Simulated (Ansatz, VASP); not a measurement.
## One calculation of Bi2Te3, two programs

File INCAR:

```
SYSTEM = Bi2Te3
PREC     = Accurate       ! precision mode
ENCUT    = 520            ! plane-wave cutoff, eV
EDIFF    = 1E-8           ! SCF threshold, eV
ISMEAR   = -1             ! smearing method
SIGMA    = 0.08           ! smearing width, eV
LREAL    = .FALSE.        ! projectors in reciprocal space
LASPH    = .TRUE.         ! aspherical terms in the spheres
NELM     = 60             ! most SCF steps
ALGO     = Normal         ! electronic algorithm
ISIF     = 2              ! what is computed and relaxed
LWAVE    = .FALSE.        ! write WAVECAR
LCHARG   = .FALSE.        ! write CHGCAR
GGA      = PS             ! functional
LEFG     = .TRUE.       
NBANDS   = 32             ! bands
```

Contents of KPOINTS:

```
Automatic mesh
0
G
  7 7 7
  0 0 0
```

File POSCAR:

```
Bi2Te3
1.0
    2.1930005584      1.2661294627     10.1656700000
   -2.1930005584      1.2661294627     10.1656700000
    0.0000000000     -2.5322589254     10.1656700000
Bi Te
2 3
Direct
    0.4000000000      0.4000000000      0.4000000000
    0.6000000000      0.6000000000      0.6000000000
    0.0000000000      0.0000000000      0.0000000000
    0.2095000000      0.2095000000      0.2095000000
    0.7905000000      0.7905000000      0.7905000000
```

Input for Ansatz:

```yaml
crystal:
  lattice:
    - [2.1930005584, 1.2661294627, 10.16567]
    - [-2.1930005584, 1.2661294627, 10.16567]
    - [0.0, -2.5322589254, 10.16567]
  atoms:
    - { symbol: Bi, position: [0.4, 0.4, 0.4] }
    - { symbol: Bi, position: [0.6, 0.6, 0.6] }
    - { symbol: Te, position: [0.0, 0.0, 0.0] }
    - { symbol: Te, position: [0.2095, 0.2095, 0.2095] }
    - { symbol: Te, position: [0.7905, 0.7905, 0.7905] }
kpoints:
  mp_grid: { grid: [7, 7, 7] }
  band_path:
    path:
      - [0.0, 0.0, 0.0]
      - [0.5, 0.5, 0.5]
      - [0.822991609, 0.177008391, 0.5]
      - [0.5, -0.177008391, 0.177008391]
      - [0.5, 0.0, 0.0]
      - [0.0, 0.0, 0.0]
      - [0.3385041955, -0.3385041955, 0.0]
      - [0.6614958045, 0.0, 0.3385041955]
      - [0.5, 0.0, 0.5]
    npoints: 8
scf:
  occupations: { method: fermi_dirac, width: 0.08 }
hamiltonian:
  xc: pbesol
  pseudopotentials: { kind: all_electron, datasets: crystal }
output:
  forces: true
  stress: true
  eigenvalues: true
  efg: { contact_densities: true }
```

Alike in both runs: task electric field gradients; functional PBEsol; k mesh 7 × 7 × 7; occupations fermi-dirac, width 0.08 eV; no spin polarisation.

```csv
,VASP,Ansatz
version,VASP 6.6.1,Ansatz 0.2.0
potentials or method,"VASP PAW PBE potentials, release 64 (Bi_d, Te), cutoff 520 eV","all-electron PAW with datasets made for the crystal, scalar-relativistic"
```

Ansatz gave:

```
pressure (GPa)                                                : -0.6
traceless stress, the component that is largest in VASP (GPa) : -0.20
rms of the force components (eV/Å)                            : 0.044
size of Vzz on the site where it differs most (V/Å²)          : 97.5
```

Q: Which values does VASP return?

A: Pressure (GPa): -0.6; traceless stress, the component that is largest in VASP (GPa): -0.20; rms of the force components (eV/Å): 0.037; size of Vzz on the site where it differs most (V/Å²): 92.6.

VASP's potentials were made for PBE, not for PBEsol. Atom by atom the forces differ by 0.007 eV/Å (rms over components). Ansatz ran all-electron here, and VASP with PAW potentials.

Neither program's run includes spin-orbit coupling.
